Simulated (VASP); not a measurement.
# Sb (P6_3/mmc) in VASP: a series of runs

Runs on Sb. Level: LDA. Tasks: density of states, electric field gradients.

All numbers are computed with VASP 6.6.1; they aren't measurements. Logs are shortened: lines on timing, memory, paths and dates and some standing lists are left out, and cuts for length are marked.

### Step 1. The cell of the first run

It takes space group P6_3/mmc (No. 194, hexagonal). Conventional cell: a = 3.369 Å, b = 3.369 Å, c = 5.330 Å, α = 90.00°, β = 90.00°, γ = 120.00°. Within 4.3 Å of Sb (site symmetry -6m2) lie 12 Sb at 3.30 to 3.37 Å.

### Step 2. Density of states, LDA

File POSCAR:

```
Sb
1.0
    3.3690001795      0.0000000000      0.0000000000
   -1.6845000898      2.9176397408      0.0000000000
    0.0000000000      0.0000000000      5.3300000000
Sb
2
Direct
    0.3333333333      0.6666666667      0.2500000000
    0.6666666667      0.3333333333      0.7500000000
```

File INCAR.step1:

```
ALGO = Normal ; EDIFF = 1E-7
ENCUT = 520 ; GGA = CA
ISIF = 2 ; ISMEAR = -1
LASPH = True ; LCHARG = True
LREAL = False ; LWAVE = False
NBANDS = 12 ; NELM = 100
PREC = Accurate ; SIGMA = 0.03
```

File KPOINTS.step1:

```
k-points
0
Gamma
  12 12 7
```

File INCAR.step2:

```
ALGO = Normal ; EDIFF = 1E-7
ENCUT = 520 ; GGA = CA
ICHARG = 11 ; ISIF = 2
ISMEAR = -5 ; LASPH = True
LCHARG = False ; LORBIT = 11
LREAL = False ; LWAVE = False
NEDOS = 1001 ; NELM = 100
PREC = Accurate ; SIGMA = 0.03
```

File KPOINTS.step2:

```
k-points
0
Gamma
  18 18 11
```

Potentials or basis: VASP PAW LDA potentials, release 64 (Sb).

Command:

```bash
> cat potpaw_LDA.64/Sb/POTCAR > POTCAR
> cp INCAR.step1 INCAR
> cp KPOINTS.step1 KPOINTS
> mpirun -np 1 vasp_std > vasp.out
> cp INCAR.step2 INCAR
> cp KPOINTS.step2 KPOINTS
> mpirun -np 1 vasp_std > vasp.out
```

OUTCAR:

```text
EDIFF = 1E-7
   ENCUT = 520
   GGA = CA
   ICHARG = 11
   ISIF = 2
   ISMEAR = -5
   LASPH = True
   LORBIT = 11
   LREAL = False
   NELM = 100
   PREC = Accurate

 ion  position               nearest neighbor table
   1  0.333  0.667  0.250-   2 3.30   2 3.30   2 3.30   2 3.30   2 3.30   2 3.30
   2  0.667  0.333  0.750-   1 3.30   1 3.30   1 3.30   1 3.30   1 3.30   1 3.30

  LATTYP: Found a hexagonal cell.
 ALAT       =     3.3690001795
 C/A-ratio  =     1.5820717471

  Lattice vectors:

 A1 = (   3.3690001795,   0.0000000000,   0.0000000000)
 A2 = (  -1.6845000898,   2.9176397408,   0.0000000000)
 A3 = (   0.0000000000,   0.0000000000,   5.3300000000)

Analysis of symmetry for initial positions (statically):
=====================================================================
 Subroutine PRICEL returns:
 Original cell was already a primitive cell.

 Routine SETGRP: Setting up the symmetry group for a
 hexagonal supercell.

 Subroutine GETGRP returns: Found 24 space group operations
 (whereof 12 operations were pure point group operations)
 out of a pool of 24 trial point group operations.

The static configuration has the point symmetry D_3d.
 The point group associated with its full space group is D_6h.

Analysis of symmetry for dynamics (positions and initial velocities):
=====================================================================
 Subroutine PRICEL returns:
 Original cell was already a primitive cell.

 Routine SETGRP: Setting up the symmetry group for a
 hexagonal supercell.

 Subroutine GETGRP returns: Found 24 space group operations
 (whereof 12 operations were pure point group operations)
 out of a pool of 24 trial point group operations.

The dynamic configuration has the point symmetry D_3d.
 The point group associated with its full space group is D_6h.

 Subroutine INISYM returns: Found 24 space group operations
 (whereof 12 operations are pure point group operations),
 and found     1 'primitive' translations

----------------------------------------------------------------------------------------

                                     Primitive cell

  volume of cell :      52.3914

  direct lattice vectors                    reciprocal lattice vectors
     3.369000179  0.000000000  0.000000000     0.296823968  0.171371398  0.000000000
    -1.684500090  2.917639741  0.000000000     0.000000000  0.342742795  0.000000000
     0.000000000  0.000000000  5.330000000     0.000000000  0.000000000  0.187617261

  length of vectors
     3.369000179  3.369000180  5.330000000     0.342742795  0.342742795  0.187617261

  position of ions in fractional coordinates (direct lattice)
     0.333333333  0.666666667  0.250000000
     0.666666667  0.333333333  0.750000000

  ion indices of the primitive-cell ions
   primitive index   ion index
                 1           1
                 2           2

----------------------------------------------------------------------------------------

 KPOINTS: k-points

Automatic generation of k-mesh.
 Grid dimensions read from file:
 generate k-points for:   18   18   11

 Generating k-lattice:

  Cartesian coordinates                     Fractional coordinates (reciprocal lattice)
     0.016490220  0.009520633  0.000000000     0.055555556 -0.000000000  0.000000000
     0.000000000  0.019041266  0.000000000     0.000000000  0.055555556  0.000000000
     0.000000000  0.000000000  0.017056115     0.000000000  0.000000000  0.090909091

  Length of vectors
     0.019041266  0.019041266  0.017056115

  Shift w.r.t. Gamma in fractional coordinates (k-lattice)
     0.000000000  0.000000000  0.000000000

 TETIRR: Found   3464 inequivalent tetrahedra from    21384

 Subroutine IBZKPT returns following result:
 ===========================================

 Found    222 irreducible k-points:

 Following reciprocal coordinates:
            Coordinates               Weight
  0.000000  0.000000  0.000000      1.000000
  0.055556  0.000000  0.000000      6.000000
  0.111111  0.000000  0.000000      6.000000
  0.166667  0.000000  0.000000      6.000000
  0.222222  0.000000  0.000000      6.000000
  0.277778  0.000000  0.000000      6.000000
[... 16 lines left out ...]
  0.333333  0.111111  0.000000     12.000000
  0.388889  0.111111  0.000000     12.000000
 [... further k-points ...]
   k-points           NKPTS =    222   k-points in BZ     NKDIM =    222   number of bands    NBANDS=      9
   number of dos      NEDOS =   1001   number of ions     NIONS =      2
   total plane-waves  NPLWV =  31360
   dimension x,y,z NGX =    28 NGY =   28 NGZ =   40
   dimension x,y,z NGXF=    56 NGYF=   56 NGZF=   80
   ions per type =               2
   NGX,Y,Z   is equivalent  to a cutoff of  13.82, 13.82, 12.48 a.u.
   NGXF,Y,Z  is equivalent  to a cutoff of  27.63, 27.63, 24.95 a.u.
 SYSTEM =  unknown system
   PREC   = accura    normal or accurate (medium, high low for compatibility)
   ISTART =      0    job   : 0-new  1-cont  2-samecut
   ICHARG =     11    charge: 1-file 2-atom 10-const
   ISPIN  =      1    spin polarized calculation?
   LNONCOLLINEAR =      F non collinear calculations
   LSORBIT =      F    spin-orbit coupling
   LASPH  =      T    aspherical Exc in radial PAW
   ENCUT  =  520.0 eV  38.22 Ry    6.18 a.u.   6.26  6.26  9.91*2*pi/ulx,y,z
   NELM   =    100;   NELMIN=  2; NELMDL=  0     # of ELM steps
   EDIFF  = 0.1E-06   stopping-criterion for ELM
   LREAL  =      F    real-space projection
   EDIFFG = 0.1E-05   stopping-criterion for IOM
   NSW    =      0    number of steps for IOM
   IBRION =     -1    ionic relax: 0-MD 1-quasi-New 2-CG
   NFREE  =      0    steps in history (QN), initial steepest desc. (CG)
   ISIF   =      2    stress and relaxation
   ISYM   =      2    0-nonsym 1-usesym 2-fastsym
   POTIM  = 0.5000    time-step for ionic-motion
   TEBEG  =    0.0;   TEEND  =   0.0 temperature during run
   PSTRESS=    0.0 pullay stress
   NELECT =      10.0000    total number of electrons
   NUPDOWN=      -1.0000    fix difference up-down
   EMIN   =  10.00;   EMAX   =-10.00  energy-range for DOS
   EFERMI =   0.00;   METHOD = LEGACY
   ISMEAR =    -5;   SIGMA  =   0.03  broadening in eV -4-tet -1-fermi 0-gaus
   EFERMI_NEDOS =   21; number of points for ismear=-14 and -15
   IALGO  =     38    algorithm
   IMIX   =      4    mixing-type and parameters
     AMIX     =   0.40;   BMIX     =  1.00
     AMIX_MAG =   1.60;   BMIX_MAG =  1.00
  volume/ion in A,a.u.               =      26.20       176.78
  Fermi-wavevector in a.u.,A,eV,Ry     =   0.942587  1.781231 12.088376  0.888471
  Thomas-Fermi vector in A             =   2.070211
   LORBIT       =     11    0 simple, 1 ext, 2 COOP (PROOUT), +10 PAW based schemes
   GGA     = CA    functional components
   LHFCALC =     F    Hartree Fock is set to
   AEXX    =    0.0000 exact exchange contribution
   IVDW    =     0    specifies the selected vdW correction
   LEPSILON=     F    determine dielectric tensor
   LRPA    =     F    only Hartree local field effects (RPA)
 non-spin polarized calculation
 Fermi weights with tetrahedron method with Bloechl corrections
  energy-cutoff  :      520.00
  volume of cell :       52.39
 maximum number of plane-waves:      1436
 NGX is ok and might be reduce to    28

 number of electron      10.0000000 magnetization

 Free energy of the ion-electron system (eV)
  ---------------------------------------------------
  ext. energy  EPLUGINS =         0.00000000
  ---------------------------------------------------
  free energy    TOTEN  =        -9.14106851 eV

  energy without entropy =       -9.14106851  energy(sigma->0) =       -9.14106851

 E-fermi :   8.7912     XC(G=0): -10.4890

 val. band max:        8.8189547464   @ k =   0.3889   0.0556   0.3636
 cond. band min:       8.6842661195   @ k =   0.3333   0.2222   0.1818
 fundamental gap:     -0.1346886269
 Fermi energy:         8.7911688771

 k-point     1 :       0.0000    0.0000    0.0000
  band No.  band energies     occupation
      1      -4.3880      2.00000
      2      -0.1956      2.00000
      3       2.8625      2.00000
      4      12.0505      0.00000
      5      12.0505      0.00000
      6      13.8327      0.00000
      7      13.8327      0.00000
      8      14.7425      0.00000
      9      16.1648      0.00000

 k-point     2 :       0.0556    0.0000    0.0000
  band No.  band energies     occupation
      1      -4.3339      2.00000
      2      -0.1494      2.00000
      3       2.9194      2.00000
      4      11.4573      0.00000
      5      11.8294      0.00000
      6      13.5525      0.00000
      7      13.9176      0.00000
      8      14.6486      0.00000
      9      16.5144      0.00000

 k-point     3 :       0.1111    0.0000    0.0000
  band No.  band energies     occupation
      1      -4.1717      2.00000
      2      -0.0125      2.00000
      3       3.0895      2.00000
      4      10.2027     -0.00024
      5      11.3378      0.00000
      6      12.7988      0.00000
      7      13.9843      0.00000
      8      14.3340      0.00000
      9      16.2683      0.00000

 k-point     4 :       0.1667    0.0000    0.0000
  band No.  band energies     occupation
      1      -3.9024      2.00000
      2       0.2091      2.00000
      3       3.3708      2.00000
      4       8.7837      1.00030
      5      10.7782      0.00000
      6      11.7852      0.00000
      7      13.7440      0.00000
      8      13.8602      0.00000
      9      15.3981      0.00000
[... 205 lines left out ...]
 k-point    22 :       0.2778    0.1111    0.0000
  band No.  band energies     occupation
      1      -2.3313      2.00000
      2       1.1912      2.00000
      3       4.9870      2.00000
      4       5.1959      2.00000
      5       7.4865      2.00000
      6       9.1235      0.12873
      7      10.8137      0.00000
      8      11.7528      0.00000
      9      15.0793      0.00000

 k-point    23 :       0.3333    0.1111    0.0000
  band No.  band energies     occupation
      1      -1.6970      2.00000
      2       1.2188      2.00000
      3       4.5917      2.00000
      4       5.6243      2.00000
      5       6.9330      2.00000
      6       8.3165      2.12346
      7       9.8559      0.00000
      8      11.4908      0.00000
      9      14.8275      0.00000

 k-point    24 :       0.3889    0.1111    0.0000
  band No.  band energies     occupation
      1      -1.0566      2.00000
      2       0.9050      2.00000
      3       4.4996      2.00000
      4       6.2446      2.00000
      5       6.3532      2.00000
      6       7.8656      2.00000
      7       9.0297     -0.04561
      8      11.3290      0.00000
      9      14.7110      0.00000

 [... further k-points ...]
[... 5 lines left out ...]
  --------------------------------------------------------------------------------------
  -------------------------------------------------------------------------------------
  Total       -0.4307413     -0.4307413     -0.4376898      0.0000000     -0.0000000      0.0000000
  in kB      -13.1724701    -13.1724701    -13.3849603      0.0000000     -0.0000000      0.0000000
  external PRESSURE =     -13.2433002 kB  Pullay stress =       0.0000000 kB

 VOLUME and BASIS-vectors are now :
 -----------------------------------------------------------------------------
  energy-cutoff  :      520.00
  volume of cell :       52.39
      direct lattice vectors                 reciprocal lattice vectors
     3.369000179  0.000000000  0.000000000     0.296823968  0.171371398  0.000000000
    -1.684500090  2.917639741  0.000000000     0.000000000  0.342742795  0.000000000
     0.000000000  0.000000000  5.330000000     0.000000000  0.000000000  0.187617261

 POSITION                                       TOTAL-FORCE (eV/Angst)
 -----------------------------------------------------------------------------------
     -0.00000      1.94509      1.33250         0.000000      0.000000      0.000000
      1.68450      0.97255      3.99750        -0.000000     -0.000000      0.000000
 -----------------------------------------------------------------------------------
    total drift:                               -0.000000      0.000000      0.000000

  FREE ENERGIE OF THE ION-ELECTRON SYSTEM (eV)
  ---------------------------------------------------
  free  energy   TOTEN  =        -9.1410685054 eV

  energy  without entropy=       -9.1410685054  energy(sigma->0) =       -9.14106851

 total charge

# of ion       s       p       d       tot
------------------------------------------
    1        1.263   1.063   0.044   2.370
    2        1.263   1.063   0.044   2.370
--------------------------------------------------
tot          2.527   2.126   0.088   4.740
```

Wall time 61 s (1 thread of Intel Xeon Platinum 8488C (Sapphire Rapids), shared host); peak memory 0.22 GiB.

Results:

```yaml
Valence_electrons_inside_the_program's_atomic_spheres: Sb 2.37
```

Caveat: spin-orbit coupling is left out, which moves the levels of the heavy elements; tetrahedron occupations give inexact forces and stress in metals.

[end of part 1 of 3]
